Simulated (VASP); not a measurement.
# NbP (I4_1md) in VASP: a series of runs

NbP is run at these levels: PBE; tasks: single point.

Program: VASP 6.6.1. These are calculated values, not measurements. Logs are shortened: lines on timing, memory, paths and dates and some standing lists are left out, and cuts for length are marked.

## 1. The cell of the first run

Symmetry: I4_1md, No. 109, tetragonal system. The conventional cell has a = 3.347 Å, b = 3.347 Å, c = 11.428 Å, α = 90.00°, β = 90.00°, γ = 90.00°. Within 3.4 Å of Nb (site symmetry 2mm) lie 6 P at 2.54 to 2.55 Å and 8 Nb at 3.31 to 3.35 Å. P (site symmetry 2mm) has 6 Nb at 2.54 to 2.55 Å and 8 P at 3.31 to 3.35 Å within 3.4 Å.

## 2. Single point, PBE

Input file INCAR:

```
SYSTEM = NbP
PREC = Accurate ; ENCUT = 520
EDIFF = 1E-6 ; ISMEAR = 0
SIGMA = 0.1 ; LREAL = .False.
LASPH = .True. ; NELM = 100
ALGO = Normal ; ISIF = 2
LWAVE = .False. ; LCHARG = .False.
GGA = PE ; NBANDS = 26
```

Input file KPOINTS:

```
regular mesh
0
Gamma
  18 18 18
  0 0 0
```

Input file POSCAR:

```
NbP
1.0
   -1.6735234227      1.6735234227      5.7139822320
    1.6735234227     -1.6735234227      5.7139822320
    1.6735234227      1.6735234227     -5.7139822320
Nb P
2 2
Direct
    0.7500346828      0.7500346828      0.0000000000
    0.5000346828      1.0000346828      0.5000000000
    0.3325938922      0.3325938922      0.0000000000
    0.0825938922      0.5825938922      0.5000000000
```

Potentials or basis: VASP PAW PBE potentials, release 64 (Nb_sv, P).

Launch:

```console
> cat potpaw_PBE.64/Nb_sv/POTCAR potpaw_PBE.64/P/POTCAR > POTCAR
> mpirun -np 1 vasp_std > vasp.out
```

OUTCAR:

```text
SYSTEM = NbP
   PREC = Accurate
   ENCUT = 520
   EDIFF = 1E-6
   ISMEAR = 0
   LREAL = .False.
   LASPH = .True.
   NELM = 100
   ISIF = 2
   GGA = PE

 ion  position               nearest neighbor table
   1  0.750  0.750  0.000-   4 2.54   4 2.54   3 2.55   3 2.55   3 2.55   3 2.55
   2  0.500  0.000  0.500-   3 2.54   3 2.54   4 2.55   4 2.55   4 2.55   4 2.55
   3  0.333  0.333  0.000-   2 2.54   2 2.54   1 2.55   1 2.55   1 2.55   1 2.55
   4  0.083  0.583  0.500-   1 2.54   1 2.54   2 2.55   2 2.55   2 2.55   2 2.55

  LATTYP: Found a body centered tetragonal cell.
 ALAT       =     3.3470468454
 C/A-ratio  =     3.4143425509

  Lattice vectors:

 A1 = (  -1.6735234227,   1.6735234227,   5.7139822320)
 A2 = (   1.6735234227,  -1.6735234227,   5.7139822320)
 A3 = (   1.6735234227,   1.6735234227,  -5.7139822320)

Analysis of symmetry for initial positions (statically):
=====================================================================
 Subroutine PRICEL returns:
 Original cell was already a primitive cell.

 Routine SETGRP: Setting up the symmetry group for a
 body centered tetragonal supercell.

 Subroutine GETGRP returns: Found  8 space group operations
 (whereof  4 operations were pure point group operations)
 out of a pool of 16 trial point group operations.

The static configuration has the point symmetry C_2v.
 The point group associated with its full space group is C_4v.

Analysis of symmetry for dynamics (positions and initial velocities):
=====================================================================
 Subroutine PRICEL returns:
 Original cell was already a primitive cell.

 Routine SETGRP: Setting up the symmetry group for a
 body centered tetragonal supercell.

 Subroutine GETGRP returns: Found  8 space group operations
 (whereof  4 operations were pure point group operations)
 out of a pool of 16 trial point group operations.

The dynamic configuration has the point symmetry C_2v.
 The point group associated with its full space group is C_4v.

 Subroutine INISYM returns: Found  8 space group operations
 (whereof  4 operations are pure point group operations),
 and found     1 'primitive' translations

----------------------------------------------------------------------------------------

                                     Primitive cell

  volume of cell :      64.0122

  direct lattice vectors                    reciprocal lattice vectors
    -1.673523423  1.673523423  5.713982232     0.000000000  0.298770841  0.087504647
     1.673523423 -1.673523423  5.713982232     0.298770841  0.000000000  0.087504647
     1.673523423  1.673523423 -5.713982232     0.298770841  0.298770841  0.000000000

  length of vectors
     6.184735584  6.184735584  6.184735584     0.311321504  0.311321504  0.422525775

  position of ions in fractional coordinates (direct lattice)
     0.750034683  0.750034683  0.000000000
     0.500034683  0.000034683  0.500000000
     0.332593892  0.332593892  0.000000000
     0.082593892  0.582593892  0.500000000

  ion indices of the primitive-cell ions
   primitive index   ion index
                 1           1
                 2           2
                 3           3
                 4           4

----------------------------------------------------------------------------------------

 KPOINTS: regular mesh

Automatic generation of k-mesh.
 Grid dimensions read from file:
 generate k-points for:   18   18   18

 Generating k-lattice:

  Cartesian coordinates                     Fractional coordinates (reciprocal lattice)
     0.000000000  0.016598380  0.004861369     0.055555556 -0.000000000  0.000000000
     0.016598380  0.000000000  0.004861369    -0.000000000  0.055555556  0.000000000
     0.016598380  0.016598380  0.000000000     0.000000000  0.000000000  0.055555556

  Length of vectors
     0.017295639  0.017295639  0.023473654

  Shift w.r.t. Gamma in fractional coordinates (k-lattice)
     0.000000000  0.000000000  0.000000000

 Subroutine IBZKPT returns following result:
 ===========================================

 Found    480 irreducible k-points:

 Following reciprocal coordinates:
            Coordinates               Weight
  0.000000  0.000000  0.000000      1.000000
  0.055556 -0.000000  0.000000      8.000000
  0.111111 -0.000000  0.000000      8.000000
  0.166667  0.000000  0.000000      8.000000
  0.222222  0.000000 -0.000000      8.000000
  0.277778  0.000000  0.000000      8.000000
[... 16 lines left out ...]
 -0.277778  0.055556  0.000000     16.000000
 -0.222222  0.055556  0.000000     16.000000
 [... further k-points ...]
   k-points           NKPTS =    480   k-points in BZ     NKDIM =    480   number of bands    NBANDS=     26
   number of dos      NEDOS =    301   number of ions     NIONS =      4
   total plane-waves  NPLWV = 110592
   dimension x,y,z NGX =    48 NGY =   48 NGZ =   48
   dimension x,y,z NGXF=    96 NGYF=   96 NGZF=   96
   ions per type =               2   2
   NGX,Y,Z   is equivalent  to a cutoff of  12.90, 12.90, 12.90 a.u.
   NGXF,Y,Z  is equivalent  to a cutoff of  25.80, 25.80, 25.80 a.u.
 SYSTEM =  NbP
   PREC   = accura    normal or accurate (medium, high low for compatibility)
   ISTART =      0    job   : 0-new  1-cont  2-samecut
   ICHARG =      2    charge: 1-file 2-atom 10-const
   ISPIN  =      1    spin polarized calculation?
   LNONCOLLINEAR =      F non collinear calculations
   LSORBIT =      F    spin-orbit coupling
   LASPH  =      T    aspherical Exc in radial PAW
   ENCUT  =  520.0 eV  38.22 Ry    6.18 a.u.  11.50 11.50 11.50*2*pi/ulx,y,z
   NELM   =    100;   NELMIN=  2; NELMDL= -5     # of ELM steps
   EDIFF  = 0.1E-05   stopping-criterion for ELM
   LREAL  =      F    real-space projection
   EDIFFG = 0.1E-04   stopping-criterion for IOM
   NSW    =      0    number of steps for IOM
   IBRION =     -1    ionic relax: 0-MD 1-quasi-New 2-CG
   NFREE  =      0    steps in history (QN), initial steepest desc. (CG)
   ISIF   =      2    stress and relaxation
   ISYM   =      2    0-nonsym 1-usesym 2-fastsym
   POTIM  = 0.5000    time-step for ionic-motion
   TEBEG  =    0.0;   TEEND  =   0.0 temperature during run
   PSTRESS=    0.0 pullay stress
   NELECT =      36.0000    total number of electrons
   NUPDOWN=      -1.0000    fix difference up-down
   EMIN   =  10.00;   EMAX   =-10.00  energy-range for DOS
   EFERMI =   0.00;   METHOD = LEGACY
   ISMEAR =     0;   SIGMA  =   0.10  broadening in eV -4-tet -1-fermi 0-gaus
   EFERMI_NEDOS =   21; number of points for ismear=-14 and -15
   IALGO  =     38    algorithm
   IMIX   =      4    mixing-type and parameters
     AMIX     =   0.40;   BMIX     =  1.00
     AMIX_MAG =   1.60;   BMIX_MAG =  1.00
  volume/ion in A,a.u.               =      16.00       107.99
  Fermi-wavevector in a.u.,A,eV,Ry     =   1.351310  2.553605 24.844748  1.826037
  Thomas-Fermi vector in A             =   2.478742
   LORBIT       =      0    0 simple, 1 ext, 2 COOP (PROOUT), +10 PAW based schemes
   GGA     = PE    functional components
   LHFCALC =     F    Hartree Fock is set to
   AEXX    =    0.0000 exact exchange contribution
   IVDW    =     0    specifies the selected vdW correction
   LEPSILON=     F    determine dielectric tensor
   LRPA    =     F    only Hartree local field effects (RPA)
 non-spin polarized calculation
 Gauss-broadening in eV      SIGMA  =   0.10
  energy-cutoff  :      520.00
  volume of cell :       64.01
 maximum number of plane-waves:      1741
 NGX is ok and might be reduce to    48
   NGX = 23   NGY = 23   NGZ = 23

 number of electron      36.0000000 magnetization

 Free energy of the ion-electron system (eV)
  ---------------------------------------------------
  ext. energy  EPLUGINS =         0.00000000
  ---------------------------------------------------
  free energy    TOTEN  =       -35.32147094 eV

  energy without entropy =      -35.31949585  energy(sigma->0) =      -35.32048340

 E-fermi :  10.6457     XC(G=0): -12.0194

 val. band max:       10.6250303413   @ k =  -0.1667  -0.4444   0.1667
 cond. band min:      10.6503426524   @ k =  -0.0556  -0.4444   0.0556
 fundamental gap:      0.0253123111
 Fermi energy:        10.6457216219

 k-point     1 :       0.0000    0.0000    0.0000
  band No.  band energies     occupation
      1     -44.2890      2.00000
      2     -44.2504      2.00000
      3     -20.5565      2.00000
      4     -20.3536      2.00000
      5     -20.3536      2.00000
      6     -20.2094      2.00000
[... 18 lines left out ...]
     25      14.7266      0.00000
     26      14.7266      0.00000

 k-point     2 :       0.0556   -0.0000    0.0000
  band No.  band energies     occupation
      1     -44.2882      2.00000
      2     -44.2501      2.00000
      3     -20.5536      2.00000
      4     -20.3620      2.00000
      5     -20.3529      2.00000
      6     -20.2180      2.00000
[... 18 lines left out ...]
     25      14.7049      0.00000
     26      14.8828      0.00000

 k-point     3 :       0.1111   -0.0000    0.0000
  band No.  band energies     occupation
      1     -44.2861      2.00000
      2     -44.2492      2.00000
      3     -20.5454      2.00000
      4     -20.3859      2.00000
      5     -20.3510      2.00000
      6     -20.2415      2.00000
[... 18 lines left out ...]
     25      14.8325      0.00000
     26      15.2841      0.00000

 k-point     4 :       0.1667    0.0000    0.0000
  band No.  band energies     occupation
      1     -44.2827      2.00000
      2     -44.2480      2.00000
      3     -20.5342      2.00000
      4     -20.4206      2.00000
      5     -20.3480      2.00000
      6     -20.2757      2.00000
[... 18 lines left out ...]
     25      15.1027      0.00000
     26      15.8028      0.00000

 k-point     5 :       0.2222    0.0000   -0.0000
  band No.  band energies     occupation
      1     -44.2784      2.00000
      2     -44.2466      2.00000
      3     -20.5278      2.00000
      4     -20.4553      2.00000
      5     -20.3444      2.00000
      6     -20.3153      2.00000
[... 18 lines left out ...]
     25      15.3425      0.00000
     26      16.3193      0.00000

 k-point     6 :       0.2778    0.0000    0.0000
  band No.  band energies     occupation
      1     -44.2738      2.00000
      2     -44.2452      2.00000
      3     -20.5461      2.00000
      4     -20.4678      2.00000
      5     -20.3540      2.00000
      6     -20.3405      2.00000
[... 427 lines left out ...]
 k-point    21 :      -0.3889    0.0556    0.0000
  band No.  band energies     occupation
      1     -44.2651      2.00000
      2     -44.2426      2.00000
      3     -20.6155      2.00000
      4     -20.4699      2.00000
      5     -20.3930      2.00000
      6     -20.3413      2.00000
[... 18 lines left out ...]
     25      15.1784      0.00000
     26      17.0351      0.00000

 k-point    22 :      -0.3333    0.0556    0.0000
  band No.  band energies     occupation
      1     -44.2691      2.00000
      2     -44.2432      2.00000
      3     -20.5817      2.00000
      4     -20.4652      2.00000
      5     -20.3843      2.00000
      6     -20.3444      2.00000
[... 18 lines left out ...]
     25      15.3697      0.00000
     26      16.9358      0.00000

 k-point    23 :      -0.2778    0.0556    0.0000
  band No.  band energies     occupation
      1     -44.2736      2.00000
      2     -44.2443      2.00000
      3     -20.5459      2.00000
      4     -20.4683      2.00000
      5     -20.3550      2.00000
      6     -20.3479      2.00000
[... 18 lines left out ...]
     25      15.5097      0.00000
     26      16.6460      0.00000

 k-point    24 :      -0.2222    0.0556    0.0000
  band No.  band energies     occupation
      1     -44.2782      2.00000
      2     -44.2458      2.00000
      3     -20.5291      2.00000
      4     -20.4545      2.00000
      5     -20.3521      2.00000
      6     -20.3153      2.00000
[... 18 lines left out ...]
     25      15.4292      0.00000
     26      16.2107      0.00000

 [... further k-points ...]

------------------------ aborting loop because EDIFF is reached ----------------------------------------

  FORCE on cell =-STRESS in cart. coord.  units (eV):
  Direction    XX          YY          ZZ          XY          YZ          ZX
  --------------------------------------------------------------------------------------
  -------------------------------------------------------------------------------------
  Total       -0.1653100     -0.1653100     -0.1541580      0.0000000      0.0000000      0.0000000
  in kB       -4.1375889     -4.1375889     -3.8584621      0.0000000      0.0000000      0.0000000
  external PRESSURE =      -4.0445466 kB  Pullay stress =       0.0000000 kB

 VOLUME and BASIS-vectors are now :
 -----------------------------------------------------------------------------
  energy-cutoff  :      520.00
  volume of cell :       64.01
      direct lattice vectors                 reciprocal lattice vectors
    -1.673523423  1.673523423  5.713982232     0.000000000  0.298770841  0.087504647
     1.673523423 -1.673523423  5.713982232     0.298770841  0.000000000  0.087504647
     1.673523423  1.673523423 -5.713982232     0.298770841  0.298770841  0.000000000

 POSITION                                       TOTAL-FORCE (eV/Angst)
 -----------------------------------------------------------------------------------
      0.00000      0.00000      8.57137        -0.000000     -0.000000     -0.002129
      0.00000      1.67352      0.00040         0.000000      0.000000     -0.002129
      0.00000      0.00000      3.80087        -0.000000      0.000000      0.002129
      1.67352     -0.00000      0.94388         0.000000     -0.000000      0.002129
 -----------------------------------------------------------------------------------
    total drift:                                0.000000      0.000000      0.000250

  FREE ENERGIE OF THE ION-ELECTRON SYSTEM (eV)
  ---------------------------------------------------
  free  energy   TOTEN  =       -35.3214709443 eV

  energy  without entropy=      -35.3194958485  energy(sigma->0) =      -35.32048340
```

It took 19 min on 1 thread of Intel Xeon Platinum 8488C (Sapphire Rapids), shared host; peak memory 0.82 GiB.

What came out:

| Quantity | Value |
| --- | --- |
| Free energy | -35.3215 eV |
| Pressure | -0.4 GPa |
| Band gap on the k mesh | zero (band 18 reaches 10.74 eV, above the bottom of band 19 at 10.60 eV) |

Forces on the atoms (eV/Å):
```
Nb   0.000  0.000 -0.002
Nb   0.000  0.000 -0.002
P    0.000  0.000  0.002
P    0.000  0.000  0.002
```

Levels at points of the mesh, in eV from the Fermi level:
| k point | band 14 | band 15 | band 16 | band 17 | band 18 | band 19 | band 20 | band 21 | band 22 | band 23 |
| --- | --- | --- | --- | --- | --- | --- | --- | --- | --- | --- |
| (0.00, 0.00, 0.00) | -2.25 | -2.14 | -1.70 | -1.36 | -1.36 | 0.82 | 1.60 | 2.68 | 3.14 | 3.14 |
| (0.50, 0.00, 0.00) | -3.24 | -2.33 | -1.86 | -1.51 | -0.11 | 0.07 | 1.31 | 2.47 | 2.64 | 3.27 |
| (0.50, 0.50, 0.00) | -4.64 | -2.84 | -2.84 | -0.44 | -0.44 | 2.97 | 2.97 | 3.08 | 3.08 | 4.06 |
| (0.50, 0.50, 0.50) | -2.72 | -2.68 | -2.68 | -0.54 | -0.54 | 1.18 | 1.18 | 2.32 | 2.32 | 3.61 |

[end of part 1 of 2]
